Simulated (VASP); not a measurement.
Crystal: Au.

```xyz
2
Lattice="2.8608 0.0000 0.0000 -1.4304 2.4775 0.0000 0.0000 0.0000 4.8140" Properties=species:S:1:pos:R:3 pbc="T T T"
Au    1.4304    0.8258    1.2035
Au    0.0000    1.6517    3.6105
```

Program: VASP 6.6.1. Alike in all runs: task single point; no spin polarisation; cell as given; cutoff (eV) 520; smearing fermi-dirac 0.05 eV.

Order these runs on this cell by their pressure, lowest first.
A. level LDA; potentials or basis VASP PAW LDA potentials, release 64 (Au); k mesh 11 × 11 × 6
B. level r2SCAN; potentials or basis VASP PAW PBE potentials, release 64 (Au); k mesh 11 × 11 × 6
C. level PBE0; potentials or basis VASP PAW PBE potentials, release 64 (Au); k mesh 6 × 6 × 4; grid for exact exchange (PRECFOCK) Normal

A (-4.4 GPa), B (5.3 GPa), C (7.1 GPa).

Caveats: some runs use coarse meshes; the PAW data sets were made with another functional, which shifts forces and pressure a little (some runs).
